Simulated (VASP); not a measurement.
# TiNi (P4/nmm) in VASP: a series of runs, part 2 of 4

VASP 6.6.1.

## Step 3: Single point, PBEsol, collinear spin, ferromagnetic start

This run uses another cell than the first one, of 13.54 Å³/atom.

INCAR

```
  PREC = Accurate
  ENCUT = 520
  EDIFF = 1E-6
  ISMEAR = -1
  SIGMA = 0.05
  LREAL = F
  LASPH = T
  NELM = 150
  ALGO = Normal
  ISIF = 2
  LWAVE = F
  LCHARG = T
  ISPIN = 2
  MAGMOM = 1 1 1 1
  LORBIT = 11
  LMAXMIX = 4
  GGA = PS
  LELF = T
  LVHAR = T
  NBANDS = 34
```

KPOINTS

```
Automatic mesh
0
Gamma
  7 7 7
```

POSCAR

```
TiNi
1.0
    3.8472576383      0.0000000000      0.0000000000
    0.0000000000      3.8472576383      0.0000000000
    0.0000000000      0.0000000000      3.6603318276
Ni Ti
2 2
Direct
    0.0000000000      0.0000000000      0.0000000000
    0.5000000000      0.5000000000      0.0000000000
    0.5000000000      0.0000000000      0.5191990000
    0.0000000000      0.5000000000      0.4808010000
```

Potentials or basis: VASP PAW PBE potentials, release 64 (Ni, Ti_sv).

Started as:

```
$ cat potpaw_PBE.64/Ni/POTCAR potpaw_PBE.64/Ti_sv/POTCAR > POTCAR
$ mpirun -np 1 vasp_std > vasp.out
```

OUTCAR:

```text
PREC = Accurate
   ENCUT = 520
   EDIFF = 1E-6
   ISMEAR = -1
   LREAL = F
   LASPH = T
   NELM = 150
   ISIF = 2
   ISPIN = 2
   LORBIT = 11
   GGA = PS

 ion  position               nearest neighbor table
   1  0.000  0.000  0.000-   3 2.61   4 2.61   4 2.61   3 2.61   3 2.70   4 2.70   3 2.70   4 2.70
                             2 2.72   2 2.72   2 2.72   2 2.72
   2  0.500  0.500  0.000-   3 2.61   4 2.61   3 2.61   4 2.61   3 2.70   3 2.70   4 2.70   4 2.70
                             1 2.72   1 2.72   1 2.72   1 2.72
   3  0.500  0.000  0.519-   1 2.61   2 2.61   2 2.61   1 2.61   1 2.70   2 2.70   2 2.70   1 2.70
                             4 2.72   4 2.72   4 2.72   4 2.72
   4  0.000  0.500  0.481-   1 2.61   2 2.61   1 2.61   2 2.61   1 2.70   1 2.70   2 2.70   2 2.70
                             3 2.72   3 2.72   3 2.72   3 2.72

  LATTYP: Found a simple tetragonal cell.
 ALAT       =     3.8472576383
 C/A-ratio  =     0.9514132329

  Lattice vectors:

 A1 = (   3.8472576383,   0.0000000000,   0.0000000000)
 A2 = (   0.0000000000,   3.8472576383,   0.0000000000)
 A3 = (   0.0000000000,   0.0000000000,   3.6603318276)

Analysis of symmetry for initial positions (statically):
=====================================================================
 Subroutine PRICEL returns:
 Original cell was already a primitive cell.

 Routine SETGRP: Setting up the symmetry group for a
 simple tetragonal supercell.

 Subroutine GETGRP returns: Found 16 space group operations
 (whereof  8 operations were pure point group operations)
 out of a pool of 16 trial point group operations.

The static configuration has the point symmetry D_2d.
 The point group associated with its full space group is D_4h.

Analysis of symmetry for dynamics (positions and initial velocities):
=====================================================================
 Subroutine PRICEL returns:
 Original cell was already a primitive cell.

 Routine SETGRP: Setting up the symmetry group for a
 simple tetragonal supercell.

 Subroutine GETGRP returns: Found 16 space group operations
 (whereof  8 operations were pure point group operations)
 out of a pool of 16 trial point group operations.

The dynamic configuration has the point symmetry D_2d.
 The point group associated with its full space group is D_4h.

Analysis of structural, dynamic, and magnetic symmetry:
=====================================================================
 Subroutine PRICEL returns:
 Original cell was already a primitive cell.

 Routine SETGRP: Setting up the symmetry group for a
 simple tetragonal supercell.

 Subroutine GETGRP returns: Found 16 space group operations
 (whereof  8 operations were pure point group operations)
 out of a pool of 16 trial point group operations.

The overall configuration has the point symmetry D_2d.
 The point group associated with its full space group is D_4h.

 Subroutine INISYM returns: Found 16 space group operations
 (whereof  8 operations are pure point group operations),
 and found     1 'primitive' translations

----------------------------------------------------------------------------------------

                                     Primitive cell

  volume of cell :      54.1780

  direct lattice vectors                    reciprocal lattice vectors
     3.847257638  0.000000000  0.000000000     0.259925405  0.000000000  0.000000000
     0.000000000  3.847257638  0.000000000     0.000000000  0.259925405  0.000000000
     0.000000000  0.000000000  3.660331828     0.000000000  0.000000000  0.273199275

[... 90 lines left out ...]
   NSW    =      0    number of steps for IOM
   IBRION =     -1    ionic relax: 0-MD 1-quasi-New 2-CG
   NFREE  =      0    steps in history (QN), initial steepest desc. (CG)
   ISIF   =      2    stress and relaxation
   ISYM   =      2    0-nonsym 1-usesym 2-fastsym
   POTIM  = 0.5000    time-step for ionic-motion
   TEBEG  =    0.0;   TEEND  =   0.0 temperature during run
   PSTRESS=    0.0 pullay stress
   NELECT =      44.0000    total number of electrons
   NUPDOWN=      -1.0000    fix difference up-down
   EMIN   =  10.00;   EMAX   =-10.00  energy-range for DOS
   EFERMI =   0.00;   METHOD = LEGACY
   ISMEAR =    -1;   SIGMA  =   0.05  broadening in eV -4-tet -1-fermi 0-gaus
   EFERMI_NEDOS =   21; number of points for ismear=-14 and -15
   IALGO  =     38    algorithm
   IMIX   =      4    mixing-type and parameters
     AMIX     =   0.40;   BMIX     =  1.00
     AMIX_MAG =   1.60;   BMIX_MAG =  1.00
  volume/ion in A,a.u.               =      13.54        91.40
  Fermi-wavevector in a.u.,A,eV,Ry     =   1.527395  2.886358 31.741518  2.332936
  Thomas-Fermi vector in A             =   2.635297
   LORBIT       =     11    0 simple, 1 ext, 2 COOP (PROOUT), +10 PAW based schemes
   GGA     = PS    functional components
   LHFCALC =     F    Hartree Fock is set to
   AEXX    =    0.0000 exact exchange contribution
   IVDW    =     0    specifies the selected vdW correction
   LEPSILON=     F    determine dielectric tensor
   LRPA    =     F    only Hartree local field effects (RPA)
 spin polarized calculation
  energy-cutoff  :      520.00
  volume of cell :       54.18
 maximum number of plane-waves:      1468
 NGX is ok and might be reduce to    30
   NGX = 15   NGY = 15   NGZ = 13

 number of electron      44.0000034 magnetization       0.0010003

 Free energy of the ion-electron system (eV)
  ---------------------------------------------------
  ext. energy  EPLUGINS =         0.00000000
  ---------------------------------------------------
  free energy    TOTEN  =       -30.27234802 eV

  energy without entropy =      -30.23368747  energy(sigma->0) =      -30.25301774

 E-fermi :   9.0491     XC(G=0): -12.5699

 val. band max:        9.0353048163   @ k =   0.2857   0.1429   0.2857
 cond. band min:       9.0499299632   @ k =   0.1429   0.1429   0.0000
 fundamental gap:      0.0146251469
 Fermi energy:         9.0491155137

 spin component 1

 k-point     1 :       0.0000    0.0000    0.0000
  band No.  band energies     occupation
      1     -47.5736      1.00000
      2     -47.4006      1.00000
      3     -24.1149      1.00000
      4     -24.1149      1.00000
      5     -23.9282      1.00000
      6     -23.7824      1.00000
[... 877 lines left out ...]
     33      17.5717      0.00000
     34      18.9618      0.00000

 [... further k-points ...]

 spin component 2

 k-point     1 :       0.0000    0.0000    0.0000
  band No.  band energies     occupation
      1     -47.5732      1.00000
      2     -47.4003      1.00000
      3     -24.1145      1.00000
      4     -24.1145      1.00000
      5     -23.9279      1.00000
      6     -23.7821      1.00000
[... 877 lines left out ...]
     33      17.5719      0.00000
     34      18.9839      0.00000

 [... further k-points ...]

------------------------ aborting loop because EDIFF is reached ----------------------------------------

  FORCE on cell =-STRESS in cart. coord.  units (eV):
  Direction    XX          YY          ZZ          XY          YZ          ZX
  --------------------------------------------------------------------------------------
  -------------------------------------------------------------------------------------
  Total       -2.2224108     -2.2224108     -3.6697353      0.0000000      0.0000000      0.0000000
  in kB      -65.7221729    -65.7221729   -108.5231328      0.0000000      0.0000000      0.0000000
  external PRESSURE =     -79.9891595 kB  Pullay stress =       0.0000000 kB

 VOLUME and BASIS-vectors are now :
 -----------------------------------------------------------------------------
  energy-cutoff  :      520.00
  volume of cell :       54.18
      direct lattice vectors                 reciprocal lattice vectors
     3.847257638  0.000000000  0.000000000     0.259925405  0.000000000  0.000000000
     0.000000000  3.847257638  0.000000000     0.000000000  0.259925405  0.000000000
     0.000000000  0.000000000  3.660331828     0.000000000  0.000000000  0.273199275

 POSITION                                       TOTAL-FORCE (eV/Angst)
 -----------------------------------------------------------------------------------
      0.00000      0.00000      0.00000        -0.000000      0.000000      0.000000
      1.92363      1.92363      0.00000         0.000000     -0.000000      0.000000
      1.92363      0.00000      1.90044        -0.000000      0.000000     -0.075732
      0.00000      1.92363      1.75989         0.000000      0.000000      0.075732
 -----------------------------------------------------------------------------------
    total drift:                                0.000000      0.000000     -0.000000

  FREE ENERGIE OF THE ION-ELECTRON SYSTEM (eV)
  ---------------------------------------------------
  free  energy   TOTEN  =       -30.2723480161 eV

  energy  without entropy=      -30.2336874680  energy(sigma->0) =      -30.25301774

 total charge

# of ion       s       p       d       tot
------------------------------------------
    1        0.541   0.473   8.300   9.315
    2        0.541   0.473   8.300   9.315
    3        2.246   6.141   1.917  10.304
    4        2.246   6.141   1.917  10.304
--------------------------------------------------
tot          5.575  13.229  20.434  39.238

 magnetization (x)

# of ion       s       p       d       tot
------------------------------------------
    1       -0.000  -0.000   0.000   0.000
    2       -0.000  -0.000   0.000   0.000
    3        0.000   0.000   0.000   0.000
    4        0.000   0.000   0.000   0.000
--------------------------------------------------
tot          0.000   0.000   0.001   0.001
```

OSZICAR:

```text
N       E                     dE             d eps       ncg     rms          rms(c)
DAV:   1     0.444819417612E+03    0.44482E+03   -0.20258E+04  5568   0.171E+03
DAV:   2     0.165407678276E+02   -0.42828E+03   -0.41261E+03  5478   0.438E+02
DAV:   3    -0.310633612849E+02   -0.47604E+02   -0.45436E+02  8398   0.140E+02
[... 10 lines left out ...]
DAV:  14    -0.302723244160E+02   -0.18800E-04   -0.72622E-05  7788   0.514E-02    0.260E-02
DAV:  15    -0.302723365589E+02   -0.12143E-04   -0.41493E-05  6938   0.333E-02    0.175E-02
DAV:  16    -0.302723407185E+02   -0.41596E-05   -0.11400E-05  6160   0.220E-02    0.103E-02
DAV:  17    -0.302723448803E+02   -0.41619E-05   -0.10513E-05  6528   0.166E-02    0.784E-03
DAV:  18    -0.302723475156E+02   -0.26353E-05   -0.12702E-05  6902   0.152E-02    0.453E-03
DAV:  19    -0.302723480161E+02   -0.50050E-06   -0.37977E-06  4392   0.902E-03
   1 F= -.30272348E+02 E0= -.30253018E+02  d E =-.386605E-01  mag=     0.0005
```

Run time: 1.8 min. Hardware: 1 thread of Intel Xeon 6975P-C (Granite Rapids), shared host; peak memory 0.24 GiB.

What came out:

```
Free energy                                           : -30.2723 eV
Pressure                                              : -8.0 GPa
Largest force                                         : 0.076 eV/Å
Band gap on the k mesh                                : zero (filled and empty bands overlap)
Net moment                                            : 0.00 μB per cell
Valence electrons inside the program's atomic spheres : Ni 9.31; Ti 10.30
```

Forces in eV/Å, atoms in the order of the input:
```
Ni   0.000  0.000  0.000
Ni   0.000  0.000  0.000
Ti   0.000  0.000 -0.076
Ti   0.000  0.000  0.076
```

Stress tensor (GPa, compression positive):
```
 -6.57   0.00   0.00
  0.00  -6.57   0.00
  0.00   0.00 -10.85
```

Caveat: the cell stands under tension; the moments typed at the start vanished in this run; the PAW data sets were made with another functional, which shifts forces and pressure a little.

## Step 4: Single point, PBEsol, collinear spin, ferromagnetic start

This run uses another cell than the first one, of 13.81 Å³/atom.

INCAR

```
SYSTEM = TiNi
  PREC = Accurate
  ENCUT = 520
  EDIFF = 1E-6
  ISMEAR = -1
  SIGMA = 0.05
  LREAL = .False.
  LASPH = .True.
  NELM = 150
  ALGO = Normal
  ISIF = 2
  LWAVE = .False.
  LCHARG = .False.
  ISPIN = 2
  MAGMOM = 1 1 1 1
  LORBIT = 11
  LMAXMIX = 4
  GGA = PS
  NBANDS = 34
```

KPOINTS

```
Automatic mesh
0
Gamma
  7 7 7
  0 0 0
```

POSCAR

```
TiNi
1.0
    3.8722405308      0.0000000000      0.0000000000
    0.0000000000      3.8722405308      0.0000000000
    0.0000000000      0.0000000000      3.6841008821
Ni Ti
2 2
Direct
    0.0000000000      0.0000000000      0.0000000000
    0.5000000000      0.5000000000      0.0000000000
    0.5000000000      0.0000000000      0.5191990000
    0.0000000000      0.5000000000      0.4808010000
```

Started as:

```
$ cat potpaw_PBE.64/Ni/POTCAR potpaw_PBE.64/Ti_sv/POTCAR > POTCAR
$ mpirun -np 1 vasp_std > vasp.out
```

Wall time 98 s (1 thread of Intel Xeon 6975P-C (Granite Rapids), shared host); peak memory 0.24 GiB.

The run converged. Its results:

```
Free energy                                           : -30.2110 eV
Pressure                                              : -10.5 GPa
Largest force                                         : 0.058 eV/Å
Band gap on the k mesh                                : zero (filled and empty bands overlap)
Net moment                                            : 0.00 μB per cell
Valence electrons inside the program's atomic spheres : Ni 9.29; Ti 10.28
```

Forces in eV/Å, atoms in the order of the input:
```
Ni   0.000  0.000  0.000
Ni   0.000  0.000  0.000
Ti   0.000  0.000 -0.058
Ti   0.000  0.000  0.058
```

Stress tensor (GPa, compression positive):
```
 -9.05   0.00   0.00
  0.00  -9.05   0.00
  0.00   0.00 -13.53
```

Levels at points of the mesh, in eV from the Fermi level:
Spin up:
| k point | band 18 | band 19 | band 20 | band 21 | band 22 | band 23 | band 24 | band 25 | band 26 | band 27 |
| --- | --- | --- | --- | --- | --- | --- | --- | --- | --- | --- |
| (0.00, 0.00, 0.00) | -1.09 | -0.66 | -0.34 | 0.09 | 0.57 | 2.03 | 2.03 | 2.18 | 2.29 | 2.29 |
Spin down:
```csv
k point,band 20,band 21,band 22,band 23,band 24,band 25
"(0.00, 0.00, 0.00)",-0.34,0.09,0.57,2.03,2.03,2.18
```

Caveat: the cell stands under tension; the moments typed at the start vanished in this run; the PAW data sets were made with another functional, which shifts forces and pressure a little.

(Part 2 of 4 ends here.)

The gap in the log of VASP goes by the Fermi energy; the results here count the filled bands.